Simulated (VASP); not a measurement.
# HfC in VASP: notebook, part 2 of 2

VASP 6.6.1.

**4. Single point, BLYP**

This run uses another cell than the first one, of 12.98 Å³/atom, 1.014 times its volume.

INCAR

```
SYSTEM = HfC
AGGAC = 1.0
AGGAX = 1.0
ALDAC = 0.0
ALDAX = 1.0
ALGO = Normal
EDIFF = 1E-6
ENCUT = 520
GGA = B5
ISIF = 2
ISMEAR = -1
LASPH = .TRUE.
LCHARG = .FALSE.
LREAL = .FALSE.
LWAVE = .FALSE.
NBANDS = 14
NELM = 100
PREC = Accurate
SIGMA = 0.05
```

KPOINTS

```
k-points
0
G
  10 10 10
  0 0 0
```

POSCAR

```
HfC
1.0
    0.0000000000      2.3501358993      2.3501358993
    2.3501358993      0.0000000000      2.3501358993
    2.3501358993      2.3501358993      0.0000000000
Hf C
1 1
Direct
    0.5000000000      0.5000000000      0.5000000000
    0.0000000000      0.0000000000      0.0000000000
```

Potentials or basis: VASP PAW PBE potentials, release 64 (Hf_pv, C).

Started as:

```
> cat potpaw_PBE.64/Hf_pv/POTCAR potpaw_PBE.64/C/POTCAR > POTCAR
> mpirun -np 1 vasp_std > vasp.out
```

OUTCAR:

```text
SYSTEM = HfC
   EDIFF = 1E-6
   ENCUT = 520
   GGA = B5
   ISIF = 2
   ISMEAR = -1
   LASPH = .TRUE.
   LREAL = .FALSE.
   NELM = 100
   PREC = Accurate

 ion  position               nearest neighbor table
   1  0.500  0.500  0.500-   2 2.35   2 2.35   2 2.35   2 2.35   2 2.35   2 2.35
   2  0.000  0.000  0.000-   1 2.35   1 2.35   1 2.35   1 2.35   1 2.35   1 2.35

  LATTYP: Found a face centered cubic cell.
 ALAT       =     4.7002717986

  Lattice vectors:

 A1 = (   0.0000000000,   2.3501358993,   2.3501358993)
 A2 = (   2.3501358993,   0.0000000000,   2.3501358993)
 A3 = (   2.3501358993,   2.3501358993,   0.0000000000)

Analysis of symmetry for initial positions (statically):
=====================================================================
 Subroutine PRICEL returns:
 Original cell was already a primitive cell.

 Routine SETGRP: Setting up the symmetry group for a
 face centered cubic supercell.

 Subroutine GETGRP returns: Found 48 space group operations
 (whereof 48 operations were pure point group operations)
 out of a pool of 48 trial point group operations.

The static configuration has the point symmetry O_h .

Analysis of symmetry for dynamics (positions and initial velocities):
=====================================================================
 Subroutine PRICEL returns:
 Original cell was already a primitive cell.

 Routine SETGRP: Setting up the symmetry group for a
 face centered cubic supercell.

 Subroutine GETGRP returns: Found 48 space group operations
 (whereof 48 operations were pure point group operations)
 out of a pool of 48 trial point group operations.

The dynamic configuration has the point symmetry O_h .

 Subroutine INISYM returns: Found 48 space group operations
 (whereof 48 operations are pure point group operations),
 and found     1 'primitive' translations

----------------------------------------------------------------------------------------

                                     Primitive cell

[... 114 lines left out ...]
   LORBIT       =      0    0 simple, 1 ext, 2 COOP (PROOUT), +10 PAW based schemes
   GGA     = B5    functional components
   LHFCALC =     F    Hartree Fock is set to
   AEXX    =    0.0000 exact exchange contribution
   IVDW    =     0    specifies the selected vdW correction
   LEPSILON=     F    determine dielectric tensor
   LRPA    =     F    only Hartree local field effects (RPA)
 non-spin polarized calculation
  energy-cutoff  :      520.00
  volume of cell :       25.96
 maximum number of plane-waves:       725
 NGX is ok and might be reduce to    28
   NGX = 13   NGY = 13   NGZ = 13

 number of electron      14.0000001 magnetization

 Free energy of the ion-electron system (eV)
  ---------------------------------------------------
  ext. energy  EPLUGINS =         0.00000000
  ---------------------------------------------------
  free energy    TOTEN  =       -19.13986217 eV

  energy without entropy =      -19.13721794  energy(sigma->0) =      -19.13854006

 E-fermi :   6.2595     XC(G=0): -11.4565

 val. band max:        6.2148881791   @ k =   0.1000   0.0000   0.0000
 cond. band min:       6.2953635623   @ k =   0.2000   0.2000   0.0000
 fundamental gap:      0.0804753831
 Fermi energy:         6.2595080742

 k-point     1 :       0.0000    0.0000    0.0000
  band No.  band energies     occupation
      1     -23.5289      2.00000
      2     -23.5289      2.00000
      3     -23.5289      2.00000
      4      -5.8070      2.00000
      5       7.1634      0.00000
      6       7.1634      0.00000
      7       7.1634      0.00000
      8       7.5728      0.00000
      9       7.5728      0.00000
     10       7.5728      0.00000
     11       9.4339      0.00000
     12       9.4339      0.00000
     13      12.8602      0.00000
     14      17.6359      0.00000
[... 377 lines left out ...]
      1     -23.9585      2.00000
      2     -23.7027      2.00000
      3     -23.6848      2.00000
      4      -3.8625      2.00000
      5       2.6623      2.00000
      6       4.5659      2.00000
      7       5.5154      2.00000
      8       6.4587      0.03652
      9      11.2771      0.00000
     10      12.2015      0.00000
     11      12.3320      0.00000
     12      14.1505      0.00000
     13      17.2919      0.00000
     14      18.6924      0.00000

 [... further k-points ...]
[... 5 lines left out ...]
  --------------------------------------------------------------------------------------
  -------------------------------------------------------------------------------------
  Total       -0.0068803     -0.0068803     -0.0068803     -0.0000000     -0.0000000     -0.0000000
  in kB       -0.4246269     -0.4246269     -0.4246269     -0.0000000     -0.0000000     -0.0000000
  external PRESSURE =      -0.4246269 kB  Pullay stress =       0.0000000 kB

 VOLUME and BASIS-vectors are now :
 -----------------------------------------------------------------------------
  energy-cutoff  :      520.00
  volume of cell :       25.96
      direct lattice vectors                 reciprocal lattice vectors
     0.000000000  2.350135899  2.350135899    -0.212753654  0.212753654  0.212753654
     2.350135899  0.000000000  2.350135899     0.212753654 -0.212753654  0.212753654
     2.350135899  2.350135899  0.000000000     0.212753654  0.212753654 -0.212753654

 POSITION                                       TOTAL-FORCE (eV/Angst)
 -----------------------------------------------------------------------------------
      2.35014      2.35014      2.35014         0.000000      0.000000     -0.000000
      0.00000      0.00000      0.00000        -0.000000     -0.000000      0.000000
 -----------------------------------------------------------------------------------
    total drift:                                0.000000      0.000000      0.000000

  FREE ENERGIE OF THE ION-ELECTRON SYSTEM (eV)
  ---------------------------------------------------
  free  energy   TOTEN  =       -19.1398621681 eV

  energy  without entropy=      -19.1372179448  energy(sigma->0) =      -19.13854006
```

Wall time 22 s (1 thread of AMD EPYC 7R13 (Zen 3), shared host); peak memory 0.13 GiB.

Results:

```yaml
Free_energy: -19.1399 eV
Pressure: 0.0 GPa
Band_gap_on_the_k_mesh: zero (band 7 reaches 7.16 eV, above the bottom of band 8 at 5.82 eV)
```

Caveat: the PAW data sets were made with another functional, which shifts forces and pressure a little; spin-orbit coupling is left out, which moves the levels of the heavy elements.

**5. Single point, PBE**

This run uses another cell than the first one, of 12.32 Å³/atom, 0.962 times its volume.

INCAR

```
PREC = Accurate
ENCUT = 520
EDIFF = 1E-7
ISMEAR = -1
SIGMA = 0.05
LREAL = F
LASPH = T
NELM = 100
ALGO = Normal
ISIF = 2
LWAVE = F
LCHARG = T
GGA = PE
LELF = T
LVHAR = T
NBANDS = 14
```

KPOINTS

```
Automatic mesh
0
Gamma
  8 8 8
```

POSCAR

```
HfC
1.0
    0.0000000000      2.3250000000      2.2785000000
    2.3250000000      0.0000000000      2.2785000000
    2.3250000000      2.3250000000      0.0000000000
Hf C
1 1
Direct
    0.5000000000      0.5000000000      0.5000000000
    0.0000000000      0.0000000000      0.0000000000
```

Started as:

```
> cat potpaw_PBE.64/Hf_pv/POTCAR potpaw_PBE.64/C/POTCAR > POTCAR
> mpirun -np 1 vasp_std > vasp.out
```

Run time: 14 s. Hardware: 1 thread of AMD EPYC 7R13 (Zen 3), shared host; peak memory 0.12 GiB.

Results (log left out):

- Free energy: -21.0274 eV
- Pressure: 4.7 GPa
- Band gap on the k mesh: zero (band 7 reaches 7.20 eV, above the bottom of band 8 at 5.59 eV)

Stress tensor (GPa, compression positive):
```
 1.80  0.00  0.00
 0.00  1.80  0.00
 0.00  0.00 10.64
```

Levels at points of the mesh, in eV from the Fermi level:
| k point | band 3 | band 4 | band 5 | band 6 | band 7 | band 8 | band 9 | band 10 | band 11 | band 12 |
| --- | --- | --- | --- | --- | --- | --- | --- | --- | --- | --- |
| (0.00, 0.00, 0.00) | -29.38 | -12.34 | 1.05 | 1.05 | 1.16 | 1.40 | 1.40 | 1.62 | 3.39 | 3.63 |
| (0.50, 0.00, 0.00) | -29.45 | -8.47 | -6.15 | -3.00 | -2.96 | 5.42 | 5.60 | 6.00 | 6.72 | 11.49 |
| (0.50, 0.50, 0.00) | -29.67 | -10.41 | -2.33 | -1.80 | -0.08 | -0.08 | 5.52 | 6.98 | 6.98 | 8.76 |
| (0.50, 0.00, 0.50) | -29.63 | -10.44 | -2.57 | -1.75 | 0.00 | 0.09 | 5.48 | 6.84 | 7.10 | 8.77 |

Caveat: spin-orbit coupling is left out, which moves the levels of the heavy elements.

**6. Single point, PBE**

This run uses another cell than the first one, of 12.44 Å³/atom, 0.972 times its volume.

INCAR

```
SYSTEM = HfC
  ALGO = Normal
  EDIFF = 1E-6
  ENCUT = 520
  GGA = PE
  ISIF = 2
  ISMEAR = -1
  LASPH = .TRUE.
  LCHARG = .FALSE.
  LREAL = .FALSE.
  LWAVE = .FALSE.
  NBANDS = 14
  NELM = 60
  PREC = Accurate
  SIGMA = 0.05
```

KPOINTS

```
k-points
0
G
  8 8 8
  0 0 0
```

POSCAR

```
HfC
1.0
    0.0000000000      2.3250000000      2.3017500000
    2.3250000000      0.0000000000      2.3017500000
    2.3250000000      2.3250000000      0.0000000000
Hf C
1 1
Direct
    0.5000000000      0.5000000000      0.5000000000
    0.0000000000      0.0000000000      0.0000000000
```

Potentials or basis: VASP PAW PBE potentials, release 64 (Hf_pv, C).

Started as:

```
> cat potpaw_PBE.64/Hf_pv/POTCAR potpaw_PBE.64/C/POTCAR > POTCAR
> mpirun -np 1 vasp_std > vasp.out
```

OUTCAR:

```text
SYSTEM = HfC
   EDIFF = 1E-6
   ENCUT = 520
   GGA = PE
   ISIF = 2
   ISMEAR = -1
   LASPH = .TRUE.
   LREAL = .FALSE.
   NELM = 60
   PREC = Accurate

 ion  position               nearest neighbor table
   1  0.500  0.500  0.500-   2 2.30   2 2.30   2 2.33   2 2.33   2 2.33   2 2.33
   2  0.000  0.000  0.000-   1 2.30   1 2.30   1 2.33   1 2.33   1 2.33   1 2.33

  LATTYP: Found a body centered tetragonal cell.
 ALAT       =     3.2880465325
 C/A-ratio  =     1.4000714267

  Lattice vectors:

 A1 = (   0.0000000000,  -2.3250000000,  -2.3017500000)
 A2 = (   0.0000000000,   2.3250000000,  -2.3017500000)
 A3 = (   2.3250000000,   0.0000000000,   2.3017500000)

Analysis of symmetry for initial positions (statically):
=====================================================================
 Subroutine PRICEL returns:
 Original cell was already a primitive cell.

 Routine SETGRP: Setting up the symmetry group for a
 body centered tetragonal supercell.

 Subroutine GETGRP returns: Found 16 space group operations
 (whereof 16 operations were pure point group operations)
 out of a pool of 16 trial point group operations.

The static configuration has the point symmetry D_4h.

Analysis of symmetry for dynamics (positions and initial velocities):
=====================================================================
 Subroutine PRICEL returns:
 Original cell was already a primitive cell.

 Routine SETGRP: Setting up the symmetry group for a
 body centered tetragonal supercell.

 Subroutine GETGRP returns: Found 16 space group operations
 (whereof 16 operations were pure point group operations)
 out of a pool of 16 trial point group operations.

The dynamic configuration has the point symmetry D_4h.

 Subroutine INISYM returns: Found 16 space group operations
 (whereof 16 operations are pure point group operations),
 and found     1 'primitive' translations

----------------------------------------------------------------------------------------

                                     Primitive cell

  volume of cell :      24.8848

  direct lattice vectors                    reciprocal lattice vectors
     0.000000000  2.325000000  2.301750000    -0.215053763  0.215053763  0.217226024
     2.325000000  0.000000000  2.301750000     0.215053763 -0.215053763  0.217226024
     2.325000000  2.325000000  0.000000000     0.215053763  0.215053763 -0.217226024

  length of vectors
     3.271647607  3.271647607  3.288046533     0.373742408  0.373742408  0.373742408

  position of ions in fractional coordinates (direct lattice)
     0.500000000  0.500000000  0.500000000
     0.000000000  0.000000000  0.000000000

  ion indices of the primitive-cell ions
   primitive index   ion index
                 1           1
                 2           2

----------------------------------------------------------------------------------------

 KPOINTS: k-points

Automatic generation of k-mesh.
 Grid dimensions read from file:
 generate k-points for:    8    8    8

 Generating k-lattice:

  Cartesian coordinates                     Fractional coordinates (reciprocal lattice)
    -0.026881720  0.026881720  0.027153253     0.125000000 -0.000000000  0.000000000
     0.026881720 -0.026881720  0.027153253    -0.000000000  0.125000000  0.000000000
     0.026881720  0.026881720 -0.027153253     0.000000000  0.000000000  0.125000000

  Length of vectors
     0.046717801  0.046717801  0.046717801

  Shift w.r.t. Gamma in fractional coordinates (k-lattice)
     0.000000000  0.000000000  0.000000000

 Subroutine IBZKPT returns following result:
 ===========================================

 Found     59 irreducible k-points:

 Following reciprocal coordinates:
            Coordinates               Weight
  0.000000  0.000000  0.000000      1.000000
  0.125000  0.000000  0.000000      8.000000
  0.250000  0.000000  0.000000      8.000000
  0.375000  0.000000  0.000000      8.000000
  0.500000  0.000000  0.000000      4.000000
  0.125000  0.125000  0.000000      2.000000
[... 16 lines left out ...]
  0.250000  0.000000  0.125000     16.000000
  0.375000  0.000000  0.125000     16.000000
 [... further k-points ...]
   k-points           NKPTS =     59   k-points in BZ     NKDIM =     59   number of bands    NBANDS=     14
   number of dos      NEDOS =    301   number of ions     NIONS =      2
   total plane-waves  NPLWV =  13824
   dimension x,y,z NGX =    24 NGY =   24 NGZ =   24
   dimension x,y,z NGXF=    48 NGYF=   48 NGZF=   48
   ions per type =               1   1
   NGX,Y,Z   is equivalent  to a cutoff of  12.20, 12.20, 12.13 a.u.
   NGXF,Y,Z  is equivalent  to a cutoff of  24.39, 24.39, 24.27 a.u.
 SYSTEM =  HfC
   PREC   = accura    normal or accurate (medium, high low for compatibility)
   ISTART =      0    job   : 0-new  1-cont  2-samecut
   ICHARG =      2    charge: 1-file 2-atom 10-const
   ISPIN  =      1    spin polarized calculation?
   LNONCOLLINEAR =      F non collinear calculations
   LSORBIT =      F    spin-orbit coupling
   LASPH  =      T    aspherical Exc in radial PAW
   ENCUT  =  520.0 eV  38.22 Ry    6.18 a.u.   6.08  6.08  6.11*2*pi/ulx,y,z
   NELM   =     60;   NELMIN=  2; NELMDL= -5     # of ELM steps
   EDIFF  = 0.1E-05   stopping-criterion for ELM
   LREAL  =      F    real-space projection
   EDIFFG = 0.1E-04   stopping-criterion for IOM
   NSW    =      0    number of steps for IOM
   IBRION =     -1    ionic relax: 0-MD 1-quasi-New 2-CG
   NFREE  =      0    steps in history (QN), initial steepest desc. (CG)
   ISIF   =      2    stress and relaxation
   ISYM   =      2    0-nonsym 1-usesym 2-fastsym
   POTIM  = 0.5000    time-step for ionic-motion
   TEBEG  =    0.0;   TEEND  =   0.0 temperature during run
   PSTRESS=    0.0 pullay stress
   NELECT =      14.0000    total number of electrons
   NUPDOWN=      -1.0000    fix difference up-down
   EMIN   =  10.00;   EMAX   =-10.00  energy-range for DOS
   EFERMI =   0.00;   METHOD = LEGACY
   ISMEAR =    -1;   SIGMA  =   0.05  broadening in eV -4-tet -1-fermi 0-gaus
   EFERMI_NEDOS =   21; number of points for ismear=-14 and -15
   IALGO  =     38    algorithm
   IMIX   =      4    mixing-type and parameters
     AMIX     =   0.40;   BMIX     =  1.00
     AMIX_MAG =   1.60;   BMIX_MAG =  1.00
  volume/ion in A,a.u.               =      12.44        83.97
  Fermi-wavevector in a.u.,A,eV,Ry     =   1.351469  2.553906 24.850620  1.826469
  Thomas-Fermi vector in A             =   2.478888
   LORBIT       =      0    0 simple, 1 ext, 2 COOP (PROOUT), +10 PAW based schemes
   GGA     = PE    functional components
[... 5 lines left out ...]
 non-spin polarized calculation
  energy-cutoff  :      520.00
  volume of cell :       24.88
 maximum number of plane-waves:       684
   NGX = 13   NGY = 13   NGZ = 13

 number of electron      14.0000001 magnetization

 Free energy of the ion-electron system (eV)
  ---------------------------------------------------
  ext. energy  EPLUGINS =         0.00000000
  ---------------------------------------------------
  free energy    TOTEN  =       -21.03943661 eV

  energy without entropy =      -21.03697880  energy(sigma->0) =      -21.03820770

 E-fermi :   5.9542     XC(G=0): -12.3345

 val. band max:        5.9537312914   @ k =   0.1250   0.1250   0.0000
 cond. band min:       5.9870965105   @ k =   0.5000   0.0000   0.5000
 fundamental gap:      0.0333652191
 Fermi energy:         5.9541530516

 k-point     1 :       0.0000    0.0000    0.0000
  band No.  band energies     occupation
      1     -23.4957      2.00000
      2     -23.4957      2.00000
      3     -23.4829      2.00000
      4      -6.3287      2.00000
      5       7.0198      0.00000
      6       7.0198      0.00000
      7       7.0732      0.00000
      8       7.3903      0.00000
      9       7.3903      0.00000
     10       7.4981      0.00000
     11       9.3858      0.00000
     12       9.5109      0.00000
     13      12.9916      0.00000
     14      17.0617      0.00000
[... 375 lines left out ...]
 k-point    24 :       0.3750    0.0000    0.1250
  band No.  band energies     occupation
      1     -24.0116      2.00000
      2     -23.5920      2.00000
      3     -23.5789      2.00000
      4      -3.9244      2.00000
      5       1.5721      2.00000
      6       3.5041      2.00000
      7       4.0343      2.00000
      8       8.2961      0.00000
      9      10.9973      0.00000
     10      11.1325      0.00000
     11      14.0312      0.00000
     12      14.7611      0.00000
     13      16.8998      0.00000
     14      19.7295      0.00000

 [... further k-points ...]
[... 5 lines left out ...]
  --------------------------------------------------------------------------------------
  -------------------------------------------------------------------------------------
  Total        0.1013065      0.1013065      0.7433763      0.0000000      0.0000000      0.0000000
  in kB        6.5224946      6.5224946     47.8613847      0.0000000      0.0000000      0.0000000
  external PRESSURE =      20.3021246 kB  Pullay stress =       0.0000000 kB

 VOLUME and BASIS-vectors are now :
 -----------------------------------------------------------------------------
  energy-cutoff  :      520.00
  volume of cell :       24.88
      direct lattice vectors                 reciprocal lattice vectors
     0.000000000  2.325000000  2.301750000    -0.215053763  0.215053763  0.217226024
     2.325000000  0.000000000  2.301750000     0.215053763 -0.215053763  0.217226024
     2.325000000  2.325000000  0.000000000     0.215053763  0.215053763 -0.217226024

 POSITION                                       TOTAL-FORCE (eV/Angst)
 -----------------------------------------------------------------------------------
      2.32500      2.32500      2.30175         0.000000      0.000000      0.000000
      0.00000      0.00000      0.00000        -0.000000     -0.000000      0.000000
 -----------------------------------------------------------------------------------
    total drift:                                0.000000     -0.000000      0.000000

  FREE ENERGIE OF THE ION-ELECTRON SYSTEM (eV)
  ---------------------------------------------------
  free  energy   TOTEN  =       -21.0394366103 eV

  energy  without entropy=      -21.0369787984  energy(sigma->0) =      -21.03820770
```

Run time: 12 s. Hardware: 1 thread of AMD EPYC 7R13 (Zen 3), shared host; peak memory 0.12 GiB.

Results:

| Property | Result |
| --- | --- |
| Free energy | -21.0394 eV |
| Pressure | 2.0 GPa |
| Band gap on the k mesh | zero (band 7 reaches 7.07 eV, above the bottom of band 8 at 5.54 eV) |

Stress tensor (GPa, compression positive):
```
0.65 0.00 0.00
0.00 0.65 0.00
0.00 0.00 4.79
```

Levels at points of the mesh, in eV from the Fermi level:
```tsv
k point	band 5	band 6	band 7	band 8	band 9	band 10
(0.00, 0.00, 0.00)	1.07	1.07	1.12	1.44	1.44	1.54
(0.50, 0.00, 0.00)	-6.11	-2.95	-2.93	5.41	5.49	5.93
(0.50, 0.50, 0.00)	-2.42	-1.74	-0.05	-0.05	5.45	6.89
(0.50, 0.00, 0.50)	-2.54	-1.72	-0.01	0.03	5.44	6.83
```

Caveat: spin-orbit coupling is left out, which moves the levels of the heavy elements.

**7. Summary**

```csv
level,cell,k mesh,gap on the mesh (eV),pressure (GPa)
RPBE,"a = 3.308 Å, angles 60.0°, 2 atoms",10 × 10 × 10,none,-0.8
revPBE,"a = 3.303 Å, angles 60.0°, 2 atoms",10 × 10 × 10,none,-0.8
BLYP,"a = 3.324 Å, angles 60.0°, 2 atoms",10 × 10 × 10,none,0.0
PBE,"a = 3.255, b = 3.255, c = 3.288 Å, angles 59.7, 59.7, 60.7°, 2 atoms",8 × 8 × 8,none,4.7
PBE,"a = 3.272, b = 3.272, c = 3.288 Å, angles 59.8, 59.8, 60.3°, 2 atoms",8 × 8 × 8,none,2.0
```

Alike in all rows: task single point; potentials or basis VASP PAW PBE potentials, release 64 (Hf_pv, C); no spin polarisation; cutoff (eV) 520; smearing fermi-dirac 0.05 eV.

Caveats: spin-orbit coupling is left out, which moves the levels of the heavy elements; the PAW data sets were made with another functional, which shifts forces and pressure a little (some runs).

Absolute energies hang on the potentials; compare differences alone.
